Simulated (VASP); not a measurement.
Crystal: Al2GaP3.

```
Al Ga P
1.0
     4.29490    0.00000    0.00000
    -2.14745    3.71949    0.00000
     0.00000    0.00000    7.48310
Al Ga P
2 1 3
Direct
  0.33333 0.66667 0.64147
  0.66667 0.33333 0.35853
  0.00000 0.00000 0.00000
  0.50000 0.00000 0.50000
  0.00000 0.50000 0.50000
  0.50000 0.50000 0.50000
```

| Quantity | Value |
| --- | --- |
| Program | VASP 6.6.1 |
| Task | relaxation of cell and atoms |
| Functional | PBE |
| Potentials or basis | VASP PAW PBE potentials, release 64 (Al, Ga_d, P) |
| Cutoff | 600 eV |
| k mesh | 6 × 6 × 2 |
| Occupations | gaussian, width 0.1 eV |
| Spin | no spin polarisation |

At the start: pressure 121.1 GPa; volume 19.92 Å³/atom.

Question: How do energy, volume and symmetry change on relaxing?

Answer: Over 53 steps the energy falls by 6618.2 meV/atom and the volume is 16.63 Å³/atom (-16.5 %); space group P6/mmm (No. 191, to 0.05 Å).

The path:
| step | energy change (eV) | largest force (eV/Å) | pressure (GPa) | volume (Å³) |
| --- | --- | --- | --- | --- |
| 1 | 0.0000 | 50.2229 | 121.07 | 119.54 |
| 3 | -23.7487 | 0.4233 | -4.51 | 553.59 |
| 5 | -30.9070 | 0.3197 | -6.50 | 283.35 |
| 7 | -37.2721 | 0.4548 | -2.66 | 152.02 |
| 9 | -37.3649 | 0.0124 | -0.68 | 146.27 |
| 11 | -37.3688 | 0.1177 | -0.27 | 145.26 |
| 13 | -37.5550 | 0.8321 | -0.66 | 144.37 |
| 15 | -37.6516 | 0.7948 | -0.99 | 142.12 |
| 17 | -38.3622 | 0.4242 | -2.82 | 122.79 |
| 19 | 150.8113 | 5.7153 | 1742.49 | 30.58 |
| 21 | -4.3366 | 37.9752 | 141.87 | 94.13 |
| 23 | -10.5919 | 32.7326 | 116.58 | 98.29 |
| 25 | -27.0829 | 16.3204 | 47.82 | 116.14 |
| 27 | -35.9280 | 2.9454 | 1.34 | 151.70 |
| 29 | -36.1562 | 1.4987 | -2.69 | 160.99 |
| 31 | -36.2538 | 1.5200 | -2.70 | 158.64 |
| 33 | -36.7032 | 1.7659 | -2.57 | 148.30 |
| 35 | -38.4794 | 2.1024 | 0.89 | 111.27 |
| 37 | -38.5332 | 2.3033 | 4.29 | 104.21 |
| 39 | -38.5533 | 2.1635 | 7.25 | 99.21 |
| 41 | -39.0007 | 1.0524 | 6.30 | 95.79 |
| 43 | -39.5207 | 0.3321 | 5.52 | 94.17 |
| 45 | -39.5999 | 0.6705 | 3.23 | 96.79 |
| 47 | -39.6787 | 0.2400 | -0.95 | 101.35 |
| 49 | -39.7064 | 0.0504 | -0.19 | 100.36 |
| 51 | -39.7072 | 0.0789 | -0.32 | 100.49 |
| 53 | -39.7094 | 0.0361 | 0.16 | 99.79 |

Final structure:
```yaml
crystal:
  lattice:
    - [5.11116, 0.00000, 0.00000]
    - [-2.55558, 4.42640, 0.00000]
    - [0.00000, 0.00000, 4.41067]
  atoms:
    - { symbol: Al, position: [0.33333, 0.66667, 0.99833] }
    - { symbol: Al, position: [0.66667, 0.33333, 0.00167] }
    - { symbol: Ga, position: [0.00000, 0.00000, 0.00000] }
    - { symbol: P, position: [0.50000, 0.00000, 0.50000] }
    - { symbol: P, position: [0.00000, 0.50000, 0.50000] }
    - { symbol: P, position: [0.50000, 0.50000, 0.50000] }
```

Caveat: the k points lie up to 0.71 Å⁻¹ apart in the final cell; the volume moved by over 15 % at a fixed basis, so the end points are rough.
